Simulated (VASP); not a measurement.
# HfB2 in VASP: relaxation of the atoms with PBEsol

Aim: the relaxation of the atoms of HfB2 with PBEsol.

All numbers are computed with VASP 6.6.1; they aren't measurements. Logs are shortened: lines on timing, memory, paths and dates and some standing lists are left out, and cuts for length are marked.

## (1) The cell of the first run

The cell holds a slab with vacuum, 9 atoms: a = 3.127 Å, b = 3.447 Å, c = 24.222 Å, α = 90.00°, β = 90.00°, γ = 90.00°.

## (2) Relaxation of the atoms, PBEsol

File INCAR:

```
SYSTEM = HfB2
PREC = Accurate ; ENCUT = 520
EDIFF = 1E-6 ; ISMEAR = 0
SIGMA = 0.1 ; LREAL = .False.
LASPH = .True. ; NELM = 100
ALGO = Fast ; ISIF = 2
LWAVE = .False. ; LCHARG = .False.
LDIPOL = .True. ; IDIPOL = 3
DIPOL = 0.5 0.5 0.500 ; GGA = PS
IBRION = 2 ; NSW = 90
EDIFFG = -0.03
```

File KPOINTS:

```
regular mesh
0
Gamma
  9 8 1
  0 0 0
```

File POSCAR:

```
HfB2
1.0
    3.1274219987      0.0000000000      0.0000000000
    0.0000000000      3.4471418845      0.0000000000
    0.0000000000      0.0000000000     24.2224717314
B Hf
6 3
Selective dynamics
Direct
    0.0000000000      0.5000000000      0.3509138165  F F F
    0.0000000000      0.5000000000      0.4254569082  F F F
    0.5000000000      0.5000000000      0.4627284541  F F F
    0.5000000000      0.5000000000      0.5372715459  T T T
    0.0000000000      0.5000000000      0.5745430918  T T T
    0.0000000000      0.5000000000      0.6490861835  T T T
    0.5000000000      0.0000000000      0.3881853624  F F F
    0.0000000000      0.0000000000      0.5000000000  T T T
    0.5000000000      0.0000000000      0.6118146376  T T T
```

Potentials or basis: VASP PAW PBE potentials, release 64 (B, Hf_pv).

Command:

```sh
$ cat potpaw_PBE.64/B/POTCAR potpaw_PBE.64/Hf_pv/POTCAR > POTCAR
$ mpirun -np 1 vasp_std > vasp.out
```

OUTCAR:

```text
SYSTEM = HfB2
   PREC = Accurate
   ENCUT = 520
   EDIFF = 1E-6
   ISMEAR = 0
   LREAL = .False.
   LASPH = .True.
   NELM = 100
   ISIF = 2
   GGA = PS
   IBRION = 2
   NSW = 90
   EDIFFG = -0.03

 ion  position               nearest neighbor table
   1  0.000  0.500  0.351-   2 1.81   7 2.50   7 2.50   7 2.50   7 2.50
   2  0.000  0.500  0.425-   1 1.81   3 1.81   3 1.81   7 2.50   7 2.50   7 2.50   7 2.50   8 2.50
                             8 2.50
   3  0.500  0.500  0.463-   2 1.81   2 1.81   4 1.81   7 2.50   7 2.50   8 2.50   8 2.50   8 2.50
                             8 2.50
   4  0.500  0.500  0.537-   5 1.81   5 1.81   3 1.81   9 2.50   9 2.50   8 2.50   8 2.50   8 2.50
                             8 2.50
   5  0.000  0.500  0.575-   6 1.81   4 1.81   4 1.81   9 2.50   9 2.50   9 2.50   9 2.50   8 2.50
                             8 2.50
   6  0.000  0.500  0.649-   5 1.81   9 2.50   9 2.50   9 2.50   9 2.50
   7  0.500  0.000  0.388-   3 2.50   3 2.50   2 2.50   2 2.50   2 2.50   2 2.50   1 2.50   1 2.50
                             1 2.50   1 2.50   8 3.13   8 3.13
   8  0.000  0.000  0.500-   3 2.50   4 2.50   3 2.50   4 2.50   3 2.50   4 2.50   3 2.50   4 2.50
                             2 2.50   2 2.50   5 2.50   5 2.50   7 3.13   9 3.13   7 3.13   9 3.13
   9  0.500  0.000  0.612-   4 2.50   4 2.50   5 2.50   5 2.50   5 2.50   5 2.50   6 2.50   6 2.50
                             6 2.50   6 2.50   8 3.13   8 3.13

  LATTYP: Found a simple orthorhombic cell.
 ALAT       =     3.1274219987
 B/A-ratio  =     1.1022311303
 C/A-ratio  =     7.7451881267

  Lattice vectors:

 A1 = (   3.1274219987,   0.0000000000,   0.0000000000)
 A2 = (   0.0000000000,   3.4471418845,   0.0000000000)
 A3 = (   0.0000000000,   0.0000000000,  24.2224717314)

Analysis of symmetry for initial positions (statically):
=====================================================================
 Subroutine PRICEL returns:
 Original cell was already a primitive cell.

 Routine SETGRP: Setting up the symmetry group for a
 simple orthorhombic supercell.

 Subroutine GETGRP returns: Found  8 space group operations
 (whereof  8 operations were pure point group operations)
 out of a pool of  8 trial point group operations.

The static configuration has the point symmetry D_2h.

Analysis of symmetry for dynamics (positions and initial velocities):
=====================================================================
 Subroutine PRICEL returns:
 Original cell was already a primitive cell.

 Routine SETGRP: Setting up the symmetry group for a
 simple orthorhombic supercell.

 Subroutine GETGRP returns: Found  8 space group operations
 (whereof  8 operations were pure point group operations)
 out of a pool of  8 trial point group operations.

The dynamic configuration has the point symmetry D_2h.

Analysis of constrained symmetry for selective dynamics:
=====================================================================
 Subroutine PRICEL returns:
 Original cell was already a primitive cell.

 Routine SETGRP: Setting up the symmetry group for a
 simple orthorhombic supercell.

 Subroutine GETGRP returns: Found  4 space group operations
 (whereof  4 operations were pure point group operations)
 out of a pool of  8 trial point group operations.

The constrained configuration has the point symmetry C_2v.

 Subroutine INISYM returns: Found  4 space group operations
 (whereof  4 operations are pure point group operations),
 and found     1 'primitive' translations

----------------------------------------------------------------------------------------

                                     Primitive cell

  volume of cell :     261.1344

  direct lattice vectors                    reciprocal lattice vectors
[... 90 lines left out ...]
 SYSTEM =  HfB2
   PREC   = accura    normal or accurate (medium, high low for compatibility)
   ISTART =      0    job   : 0-new  1-cont  2-samecut
   ICHARG =      2    charge: 1-file 2-atom 10-const
   ISPIN  =      1    spin polarized calculation?
   LNONCOLLINEAR =      F non collinear calculations
   LSORBIT =      F    spin-orbit coupling
   LASPH  =      T    aspherical Exc in radial PAW
   ENCUT  =  520.0 eV  38.22 Ry    6.18 a.u.   5.81  6.41 45.04*2*pi/ulx,y,z
   NELM   =    100;   NELMIN=  2; NELMDL= -5     # of ELM steps
   EDIFF  = 0.1E-05   stopping-criterion for ELM
   LREAL  =      F    real-space projection
   EDIFFG = -.3E-01   stopping-criterion for IOM
   NSW    =     90    number of steps for IOM
   IBRION =      2    ionic relax: 0-MD 1-quasi-New 2-CG
   NFREE  =      1    steps in history (QN), initial steepest desc. (CG)
   ISIF   =      2    stress and relaxation
   ISYM   =      2    0-nonsym 1-usesym 2-fastsym
   POTIM  = 0.5000    time-step for ionic-motion
   TEBEG  =    0.0;   TEEND  =   0.0 temperature during run
   PSTRESS=    0.0 pullay stress
   NELECT =      48.0000    total number of electrons
   NUPDOWN=      -1.0000    fix difference up-down
   EMIN   =  10.00;   EMAX   =-10.00  energy-range for DOS
   EFERMI =   0.00;   METHOD = LEGACY
   ISMEAR =     0;   SIGMA  =   0.10  broadening in eV -4-tet -1-fermi 0-gaus
   EFERMI_NEDOS =   21; number of points for ismear=-14 and -15
   IALGO  =     68    algorithm
   IMIX   =      4    mixing-type and parameters
     AMIX     =   0.40;   BMIX     =  1.00
     AMIX_MAG =   1.60;   BMIX_MAG =  1.00
  volume/ion in A,a.u.               =      29.01       195.80
  Fermi-wavevector in a.u.,A,eV,Ry     =   0.930823  1.759001 11.788521  0.866432
  Thomas-Fermi vector in A             =   2.057252
   LORBIT       =      0    0 simple, 1 ext, 2 COOP (PROOUT), +10 PAW based schemes
   GGA     = PS    functional components
   LHFCALC =     F    Hartree Fock is set to
   AEXX    =    0.0000 exact exchange contribution
   IVDW    =     0    specifies the selected vdW correction
   LEPSILON=     F    determine dielectric tensor
   LRPA    =     F    only Hartree local field effects (RPA)
 conjugate gradient relaxation of ions
 non-spin polarized calculation
 RMM-DIIS sequential band-by-band and
 Gauss-broadening in eV      SIGMA  =   0.10
  energy-cutoff  :      520.00
  volume of cell :      261.13
 maximum number of plane-waves:      7063
 NGX is ok and might be reduce to    24
   NGX = 11   NGY = 13   NGZ = 91

--------------------------------------- Ionic step        1  -------------------------------------------

 number of electron      48.0000002 magnetization

 Free energy of the ion-electron system (eV)
  ---------------------------------------------------
  ext. energy  EPLUGINS =         0.00000000
  ---------------------------------------------------
  free energy    TOTEN  =       -77.04270009 eV

  energy without entropy =      -77.02080284  energy(sigma->0) =      -77.03175147

------------------------ aborting loop because EDIFF is reached ----------------------------------------

  FORCE on cell =-STRESS in cart. coord.  units (eV):
  Direction    XX          YY          ZZ          XY          YZ          ZX
  --------------------------------------------------------------------------------------
  -------------------------------------------------------------------------------------
  Total       -5.1623024     -6.3515618     -0.9314574      0.0000000      0.0000000      0.0000000
  in kB      -31.6730523    -38.9696948     -5.7149113      0.0000000      0.0000000      0.0000000
  external PRESSURE =     -25.4525528 kB  Pullay stress =       0.0000000 kB
[... 32 lines left out ...]
 number of electron      48.0000001 magnetization

------------------------ aborting loop because EDIFF is reached ----------------------------------------

 vacuum level on the upper side and lower side of the slab       (xc-potential included)        -0.235        -0.097

  FORCE on cell =-STRESS in cart. coord.  units (eV):
  Direction    XX          YY          ZZ          XY          YZ          ZX
  --------------------------------------------------------------------------------------
  -------------------------------------------------------------------------------------
  Total       -4.7094269     -6.5375444     -0.8295446      0.0000000      0.0000000      0.0000000
  in kB      -28.8944570    -40.1107822     -5.0896300      0.0000000      0.0000000      0.0000000
  external PRESSURE =     -24.6982897 kB  Pullay stress =       0.0000000 kB
[... 67 lines left out ...]
  FREE ENERGIE OF THE ION-ELECTRON SYSTEM (eV)
  ---------------------------------------------------
  free  energy   TOTEN  =       -77.2223954827 eV

  energy  without entropy=      -77.2052190147  energy(sigma->0) =      -77.21380725

 dipolmoment           0.000000      0.000000      0.004063 electrons x Angstroem

--------------------------------------- Ionic step        4  -------------------------------------------

 number of electron      48.0000002 magnetization

------------------------ aborting loop because EDIFF is reached ----------------------------------------
[... 124 lines left out ...]
--------------------------------------- Ionic step        7  -------------------------------------------

 number of electron      48.0000002 magnetization

 dipolmoment           0.000000      0.000000     -0.010047 electrons x Angstroem

 Free energy of the ion-electron system (eV)
  ---------------------------------------------------
  ext. energy  EPLUGINS =         0.00000000
  ---------------------------------------------------
  free energy    TOTEN  =       -77.22991593 eV

  energy without entropy =      -77.21223782  energy(sigma->0) =      -77.22107688

 E-fermi :  -1.0753     XC(G=0):  -5.1877

 val. band max:       -1.0786265133   @ k =   0.4444   0.5000   0.0000
 cond. band min:      -1.0730933460   @ k =   0.1111   0.1250   0.0000
 fundamental gap:      0.0055331674
 Fermi energy:        -1.0752685855

 k-point     1 :       0.0000    0.0000    0.0000
  band No.  band energies     occupation
      1     -31.5239      2.00000
      2     -31.2869      2.00000
      3     -31.2840      2.00000
      4     -31.1253      2.00000
      5     -31.1009      2.00000
      6     -31.0202      2.00000
[... 757 lines left out ...]
     28       2.7751      0.00000
     29       3.2659      0.00000

 [... further k-points ...]

------------------------ aborting loop because EDIFF is reached ----------------------------------------

 vacuum level on the upper side and lower side of the slab       (xc-potential included)        -0.151         0.058

  FORCE on cell =-STRESS in cart. coord.  units (eV):
  Direction    XX          YY          ZZ          XY          YZ          ZX
  --------------------------------------------------------------------------------------
  -------------------------------------------------------------------------------------
  Total       -4.5122585     -6.5322916     -0.7406447      0.0000000      0.0000000      0.0000000
  in kB      -27.6847399    -40.0785537     -4.5441892      0.0000000      0.0000000      0.0000000
  external PRESSURE =     -24.1024942 kB  Pullay stress =       0.0000000 kB
[... 24 lines left out ...]
  FREE ENERGIE OF THE ION-ELECTRON SYSTEM (eV)
  ---------------------------------------------------
  free  energy   TOTEN  =       -77.2299159332 eV

  energy  without entropy=      -77.2122378189  energy(sigma->0) =      -77.22107688

 reached required accuracy - stopping structural energy minimisation

 vacuum level on the upper side and lower side of the slab         4.225         4.432
```

It took 40 min on 1 thread of Oxide Virtual Turin-like, shared host; peak memory 0.42 GiB.

What came out:

| Quantity | Value |
| --- | --- |
| Free energy | -77.2299 eV |
| Energy gained by relaxing | 20.8 meV/atom |
| Ionic steps | 7 |
| Band gap on the k mesh | zero (bands 24 and 25 overlap by 1.05 eV) |

Step by step:
| step | energy change (eV) | largest force on free atoms (eV/Å) | pressure (GPa) |
| --- | --- | --- | --- |
| 1 | 0.0000 | 1.7164 | -2.55 |
| 2 | -0.1655 | 0.5265 | -2.47 |
| 3 | -0.1797 | 0.4318 | -2.38 |
| 4 | -0.1867 | 0.1576 | -2.41 |
| 5 | -0.1871 | 0.0417 | -2.41 |
| 6 | -0.1871 | 0.0517 | -2.41 |
| 7 | -0.1872 | 0.0219 | -2.41 |

Final structure:
```yaml
crystal:
  lattice:
    - [3.12742, 0.00000, 0.00000]
    - [0.00000, 3.44714, 0.00000]
    - [0.00000, 0.00000, 24.22247]
  atoms:
    - { symbol: B, position: [0.00000, 0.50000, 0.35091] }
    - { symbol: B, position: [0.00000, 0.50000, 0.42546] }
    - { symbol: B, position: [0.50000, 0.50000, 0.46273] }
    - { symbol: B, position: [0.50000, 0.50000, 0.53775] }
    - { symbol: B, position: [0.00000, 0.50000, 0.57437] }
    - { symbol: B, position: [0.00000, 0.50000, 0.64485] }
    - { symbol: Hf, position: [0.50000, 0.00000, 0.38819] }
    - { symbol: Hf, position: [0.00000, 0.00000, 0.50056] }
    - { symbol: Hf, position: [0.50000, 0.00000, 0.61692] }
```

Levels at points of the mesh, in eV from the Fermi level:
```tsv
k point	band 20	band 21	band 22	band 23	band 24	band 25	band 26	band 27	band 28	band 29
(0.00, 0.00, 0.00)	-2.41	-2.18	-1.79	-1.39	0.56	0.68	1.82	2.01	3.11	3.35
(0.00, 0.50, 0.00)	-2.19	-1.89	-0.74	-0.43	-0.34	1.03	1.60	1.76	2.00	2.24
```

Caveat: the PAW data sets were made with another functional, which shifts forces and pressure a little; spin-orbit coupling is left out, which moves the levels of the heavy elements.
